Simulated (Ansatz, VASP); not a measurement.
## One calculation of Be, two programs

File INCAR:

```
SYSTEM = Be
  PREC = Accurate
  ENCUT = 600
  EDIFF = 1E-6
  ISMEAR = 0
  SIGMA = 0.1
  LREAL = .False.
  LASPH = .True.
  NELM = 60
  ALGO = Normal
  ISIF = 3
  LWAVE = .False.
  LCHARG = .False.
  GGA = PS
  IBRION = 2
  NSW = 100
  EDIFFG = -0.01
```

File KPOINTS:

```
regular mesh
0
Gamma
  20 20 20
  0 0 0
```

Contents of POSCAR:

```
Be
1.0
    0.0000000000      2.4354653574      2.4354653574
    2.4354653574      0.0000000000      2.4354653574
    2.4354653574      2.4354653574      0.0000000000
Be
2
Direct
    0.0000000000      0.0000000000      0.0000000000
    0.2500000000      0.2500000000      0.2500000000
```

Input for Ansatz:

```yaml
crystal:
  lattice:
    - [0.0, 2.4354653574, 2.4354653574]
    - [2.4354653574, 0.0, 2.4354653574]
    - [2.4354653574, 2.4354653574, 0.0]
  atoms:
    - { symbol: Be, position: [0.0, 0.0, 0.0] }
    - { symbol: Be, position: [0.25, 0.25, 0.25] }
basis:
  ecutwfc: 420
kpoints:
  mp_grid: { grid: [20, 20, 20] }
hamiltonian:
  xc: pbesol
scf:
  occupations: { method: gaussian, width: 0.1 }
output:
  forces: true
  stress: true
  eigenvalues: true
relax:
  adjacent_minimum: "off"
  f_tol: 0.01
  max_steps: 80
  cell: { stress_tol: 0.05 }
```

Alike in both runs: task relaxation of cell and atoms; functional PBEsol; k mesh 20 × 20 × 20; occupations gaussian, width 0.1 eV; no spin polarisation.

```csv
,VASP,Ansatz
version,VASP 6.6.1,Ansatz 0.2.0
potentials or method,"VASP PAW PBE potentials, release 64 (Be), cutoff 600 eV","scalar-relativistic, plane waves, PAW"
valence electrons in the cell,4,4
```

Ansatz gave:

| Item | Value |
| --- | --- |
| gap on the k mesh at the Fermi level, each at its own relaxed structure (eV) | none |
| relaxed volume (Å³/atom) | 14.46 |
| relaxed cell length with the largest relative difference (Å) | 3.446 |

**Question.** Estimate VASP's values.

**Answer.** gap on the k mesh at the Fermi level, each at its own relaxed structure (eV): none; relaxed volume (Å³/atom): 14.48; relaxed cell length with the largest relative difference (Å): 3.447.

VASP's potentials were made for PBE, not for PBEsol. A gap of «none» marks a metal or a gap that the smearing closes.
